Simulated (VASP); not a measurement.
# In2W (P6/mmm) in VASP: notebook, part 3 of 3

VASP 6.6.1. Earlier steps stand in the parts before.

## 4. Single point, PBE

This run uses another cell than the first one, of 16.89 Å³/atom, 0.849 times its volume.

Input file INCAR:

```
SYSTEM = In2W
PREC     = Accurate       ! precision mode
ENCUT    = 520            ! plane-wave cutoff, eV
EDIFF    = 1E-7           ! SCF threshold, eV
ISMEAR   = 0              ! smearing method
SIGMA    = 0.1            ! smearing width, eV
LREAL    = .FALSE.        ! projectors in reciprocal space
LASPH    = .TRUE.         ! aspherical terms in the spheres
NELM     = 100            ! most SCF steps
ALGO     = Normal         ! electronic algorithm
ISIF     = 2              ! what is computed and relaxed
LWAVE    = .FALSE.        ! write WAVECAR
LCHARG   = .TRUE.         ! write CHGCAR
GGA      = PE             ! functional
LELF     = .TRUE.         ! ELF
LVHAR    = .TRUE.       
NBANDS   = 27             ! bands
```

Input file KPOINTS:

```
regular mesh
0
G
  6 6 6
  0 0 0
```

Input file POSCAR:

```
In2W
1.0
    3.8692624260      0.0000000000      0.0000000000
   -1.9346312130      3.3508795548      0.0000000000
    0.0000000000      0.0000000000      3.9076969697
In W
2 1
Direct
    0.3333333333      0.6666666667      0.5000000000
    0.6666666667      0.3333333333      0.5000000000
    0.0000000000      0.0000000000      0.0000000000
```

Potentials or basis: VASP PAW PBE potentials, release 64 (In_d, W_sv).

Launch:

```console
$ cat potpaw_PBE.64/In_d/POTCAR potpaw_PBE.64/W_sv/POTCAR > POTCAR
$ mpirun -np 1 vasp_std > vasp.out
```

OUTCAR:

```text
SYSTEM = In2W
   PREC = Accurate
   ENCUT = 520
   EDIFF = 1E-7
   ISMEAR = 0
   LREAL = .FALSE.
   LASPH = .TRUE.
   NELM = 100
   ISIF = 2
   GGA = PE

 ion  position               nearest neighbor table
   1  0.333  0.667  0.500-   2 2.23   2 2.23   2 2.23   3 2.97   3 2.97   3 2.97   3 2.97   3 2.97
                             3 2.97
   2  0.667  0.333  0.500-   1 2.23   1 2.23   1 2.23   3 2.97   3 2.97   3 2.97   3 2.97   3 2.97
                             3 2.97
   3  0.000  0.000  0.000-   1 2.97   2 2.97   1 2.97   2 2.97   1 2.97   1 2.97   2 2.97   2 2.97
                             2 2.97   2 2.97   1 2.97   1 2.97

  LATTYP: Found a hexagonal cell.
 ALAT       =     3.8692624260
 C/A-ratio  =     1.0099332998

  Lattice vectors:

 A1 = (   3.8692624260,   0.0000000000,   0.0000000000)
 A2 = (  -1.9346312130,   3.3508795548,   0.0000000000)
 A3 = (   0.0000000000,   0.0000000000,   3.9076969697)

Analysis of symmetry for initial positions (statically):
=====================================================================
 Subroutine PRICEL returns:
 Original cell was already a primitive cell.

 Routine SETGRP: Setting up the symmetry group for a
 hexagonal supercell.

 Subroutine GETGRP returns: Found 24 space group operations
 (whereof 24 operations were pure point group operations)
 out of a pool of 24 trial point group operations.

The static configuration has the point symmetry D_6h.

Analysis of symmetry for dynamics (positions and initial velocities):
=====================================================================
 Subroutine PRICEL returns:
 Original cell was already a primitive cell.

 Routine SETGRP: Setting up the symmetry group for a
 hexagonal supercell.

 Subroutine GETGRP returns: Found 24 space group operations
 (whereof 24 operations were pure point group operations)
 out of a pool of 24 trial point group operations.

The dynamic configuration has the point symmetry D_6h.

 Subroutine INISYM returns: Found 24 space group operations
 (whereof 24 operations are pure point group operations),
 and found     1 'primitive' translations

----------------------------------------------------------------------------------------

                                     Primitive cell

  volume of cell :      50.6650

  direct lattice vectors                    reciprocal lattice vectors
     3.869262426  0.000000000  0.000000000     0.258447190  0.149214555  0.000000000
    -1.934631213  3.350879555  0.000000000     0.000000000  0.298429109  0.000000000
     0.000000000  0.000000000  3.907696970     0.000000000  0.000000000  0.255905207

  length of vectors
     3.869262426  3.869262426  3.907696970     0.298429109  0.298429109  0.255905207

  position of ions in fractional coordinates (direct lattice)
     0.333333333  0.666666667  0.500000000
     0.666666667  0.333333333  0.500000000
     0.000000000  0.000000000  0.000000000

  ion indices of the primitive-cell ions
   primitive index   ion index
                 1           1
                 2           2
                 3           3

----------------------------------------------------------------------------------------

 KPOINTS: regular mesh

Automatic generation of k-mesh.
 Grid dimensions read from file:
 generate k-points for:    6    6    6

 Generating k-lattice:

  Cartesian coordinates                     Fractional coordinates (reciprocal lattice)
     0.043074532  0.024869092  0.000000000     0.166666667  0.000000000  0.000000000
     0.000000000  0.049738185  0.000000000     0.000000000  0.166666667  0.000000000
     0.000000000  0.000000000  0.042650868     0.000000000  0.000000000  0.166666667

  Length of vectors
     0.049738185  0.049738185  0.042650868

  Shift w.r.t. Gamma in fractional coordinates (k-lattice)
     0.000000000  0.000000000  0.000000000

 Subroutine IBZKPT returns following result:
 ===========================================

 Found     28 irreducible k-points:

 Following reciprocal coordinates:
            Coordinates               Weight
  0.000000  0.000000  0.000000      1.000000
  0.166667  0.000000  0.000000      6.000000
  0.333333 -0.000000  0.000000      6.000000
  0.500000  0.000000  0.000000      3.000000
  0.166667  0.166667  0.000000      6.000000
  0.333333  0.166667  0.000000     12.000000
[... 16 lines left out ...]
  0.166667  0.000000  0.500000      6.000000
  0.333333 -0.000000  0.500000      6.000000
 [... further k-points ...]
   k-points           NKPTS =     28   k-points in BZ     NKDIM =     28   number of bands    NBANDS=     27
   number of dos      NEDOS =    301   number of ions     NIONS =      3
   total plane-waves  NPLWV =  27000
   dimension x,y,z NGX =    30 NGY =   30 NGZ =   30
   dimension x,y,z NGXF=    60 NGYF=   60 NGZF=   60
   ions per type =               2   1
   NGX,Y,Z   is equivalent  to a cutoff of  12.89, 12.89, 12.76 a.u.
   NGXF,Y,Z  is equivalent  to a cutoff of  25.78, 25.78, 25.53 a.u.
 SYSTEM =  In2W
   PREC   = accura    normal or accurate (medium, high low for compatibility)
   ISTART =      0    job   : 0-new  1-cont  2-samecut
   ICHARG =      2    charge: 1-file 2-atom 10-const
   ISPIN  =      1    spin polarized calculation?
   LNONCOLLINEAR =      F non collinear calculations
   LSORBIT =      F    spin-orbit coupling
   LASPH  =      T    aspherical Exc in radial PAW
   ENCUT  =  520.0 eV  38.22 Ry    6.18 a.u.   7.19  7.19  7.27*2*pi/ulx,y,z
   NELM   =    100;   NELMIN=  2; NELMDL= -5     # of ELM steps
   EDIFF  = 0.1E-06   stopping-criterion for ELM
   LREAL  =      F    real-space projection
   EDIFFG = 0.1E-05   stopping-criterion for IOM
   NSW    =      0    number of steps for IOM
   IBRION =     -1    ionic relax: 0-MD 1-quasi-New 2-CG
   NFREE  =      0    steps in history (QN), initial steepest desc. (CG)
   ISIF   =      2    stress and relaxation
   ISYM   =      2    0-nonsym 1-usesym 2-fastsym
   POTIM  = 0.5000    time-step for ionic-motion
   TEBEG  =    0.0;   TEEND  =   0.0 temperature during run
   PSTRESS=    0.0 pullay stress
   NELECT =      40.0000    total number of electrons
   NUPDOWN=      -1.0000    fix difference up-down
   EMIN   =  10.00;   EMAX   =-10.00  energy-range for DOS
   EFERMI =   0.00;   METHOD = LEGACY
   ISMEAR =     0;   SIGMA  =   0.10  broadening in eV -4-tet -1-fermi 0-gaus
   EFERMI_NEDOS =   21; number of points for ismear=-14 and -15
   IALGO  =     38    algorithm
   IMIX   =      4    mixing-type and parameters
     AMIX     =   0.40;   BMIX     =  1.00
     AMIX_MAG =   1.60;   BMIX_MAG =  1.00
  volume/ion in A,a.u.               =      16.89       113.97
  Fermi-wavevector in a.u.,A,eV,Ry     =   1.513069  2.859287 31.148895  2.289379
  Thomas-Fermi vector in A             =   2.622910
   LORBIT       =      0    0 simple, 1 ext, 2 COOP (PROOUT), +10 PAW based schemes
   GGA     = PE    functional components
   LHFCALC =     F    Hartree Fock is set to
   AEXX    =    0.0000 exact exchange contribution
   IVDW    =     0    specifies the selected vdW correction
   LEPSILON=     F    determine dielectric tensor
   LRPA    =     F    only Hartree local field effects (RPA)
 non-spin polarized calculation
 Gauss-broadening in eV      SIGMA  =   0.10
  energy-cutoff  :      520.00
  volume of cell :       50.66
 maximum number of plane-waves:      1383
 NGX is ok and might be reduce to    30
   NGX = 15   NGY = 15   NGZ = 15

 number of electron      40.0000017 magnetization

 Free energy of the ion-electron system (eV)
  ---------------------------------------------------
  ext. energy  EPLUGINS =         0.00000000
  ---------------------------------------------------
  free energy    TOTEN  =        -9.27484772 eV

  energy without entropy =       -9.25890819  energy(sigma->0) =       -9.26687795

 E-fermi :  13.0704     XC(G=0): -12.6894

 val. band max:       13.0241132109   @ k =   0.5000   0.0000   0.3333
 cond. band min:      13.0784021628   @ k =   0.5000   0.0000   0.5000
 fundamental gap:      0.0542889520
 Fermi energy:        13.0703675621

 k-point     1 :       0.0000    0.0000    0.0000
  band No.  band energies     occupation
      1     -61.2827      2.00000
      2     -25.5417      2.00000
      3     -25.5234      2.00000
      4     -25.5234      2.00000
      5      -4.7038      2.00000
      6      -4.3360      2.00000
[... 19 lines left out ...]
     26      17.6740      0.00000
     27      17.6740      0.00000
[... 661 lines left out ...]
 k-point    24 :       0.3333   -0.0000    0.5000
  band No.  band energies     occupation
      1     -61.2818      2.00000
      2     -25.5641      2.00000
      3     -25.5471      2.00000
      4     -25.5290      2.00000
      5      -5.2214      2.00000
      6      -5.0893      2.00000
[... 19 lines left out ...]
     26      19.3939      0.00000
     27      20.8762      0.00000

 [... further k-points ...]
[... 5 lines left out ...]
  --------------------------------------------------------------------------------------
  -------------------------------------------------------------------------------------
  Total       29.1424957     29.1424957      0.8304988     -0.0000000      0.0000000      0.0000000
  in kB      921.5723607    921.5723607     26.2628415     -0.0000000      0.0000000      0.0000000
  external PRESSURE =     623.1358543 kB  Pullay stress =       0.0000000 kB

 VOLUME and BASIS-vectors are now :
 -----------------------------------------------------------------------------
  energy-cutoff  :      520.00
  volume of cell :       50.66
      direct lattice vectors                 reciprocal lattice vectors
     3.869262426  0.000000000  0.000000000     0.258447190  0.149214555  0.000000000
    -1.934631213  3.350879555  0.000000000     0.000000000  0.298429109  0.000000000
     0.000000000  0.000000000  3.907696970     0.000000000  0.000000000  0.255905207

 POSITION                                       TOTAL-FORCE (eV/Angst)
 -----------------------------------------------------------------------------------
     -0.00000      2.23392      1.95385         0.000000     -0.000000      0.000000
      1.93463      1.11696      1.95385        -0.000000      0.000000     -0.000000
      0.00000      0.00000      0.00000        -0.000000      0.000000      0.000000
 -----------------------------------------------------------------------------------
    total drift:                                0.000000     -0.000000      0.000000

  FREE ENERGIE OF THE ION-ELECTRON SYSTEM (eV)
  ---------------------------------------------------
  free  energy   TOTEN  =        -9.2748477151 eV

  energy  without entropy=       -9.2589081874  energy(sigma->0) =       -9.26687795
```

Run time: 25 s. Hardware: 1 thread of AMD EPYC 9R45 (Zen 5), shared host; peak memory 0.16 GiB.

What came out:

```yaml
Free_energy: -9.2748 eV
Pressure: 62.3 GPa
Band_gap_on_the_k_mesh: zero (band 20 reaches 13.34 eV, above the bottom of band 21 at 12.28 eV)
```

Levels at points of the mesh, in eV from the Fermi level:
```tsv
k point	band 17	band 18	band 19	band 20	band 21	band 22	band 23	band 24
(0.00, 0.00, 0.00)	-2.66	-2.66	-2.03	-0.48	-0.48	3.37	3.86	4.23
(0.50, 0.00, 0.00)	-3.06	-2.84	-2.52	-0.50	0.22	0.46	3.51	3.76
(0.00, 0.00, 0.50)	-1.45	-1.45	-1.13	-1.13	-0.30	1.77	1.77	4.96
(0.50, 0.00, 0.50)	-4.24	-4.23	-3.59	0.01	0.43	0.77	2.50	3.22
```

Caveat: spin-orbit coupling is left out, which moves the levels of the heavy elements.

## 5. Overview

| task | cell | k mesh | cutoff (eV) | smearing | gap on the mesh (eV) | pressure (GPa) | relaxed volume (Å³/atom) |
| --- | --- | --- | --- | --- | --- | --- | --- |
| relaxation of cell and atoms | relaxed from a = 4.950, b = 4.950, c = 2.812 Å, angles 90.0, 90.0, 120.0°, 3 atoms | 12 × 12 × 14 | 600 | gaussian 0.1 eV | none | 0.0 | 19.89 |
| relaxation of cell and atoms | relaxed from a = 4.935, b = 4.935, c = 2.827 Å, angles 90.0, 90.0, 120.0°, 3 atoms | 12 × 12 × 14 | 600 | fermi-dirac 0.15 eV | none | 0.0 | 19.93 |
| single point | a = 3.869, b = 3.869, c = 3.908 Å, angles 90.0, 90.0, 120.0°, 3 atoms | 6 × 6 × 6 | 520 | gaussian 0.1 eV | none | 62.3 | - |

Alike in all rows: level PBE; potentials or basis VASP PAW PBE potentials, release 64 (In_d, W_sv); no spin polarisation.

Caveats: spin-orbit coupling is left out, which moves the levels of the heavy elements.

Total energies depend on the potentials used, so only differences within one code and one set of settings carry meaning.
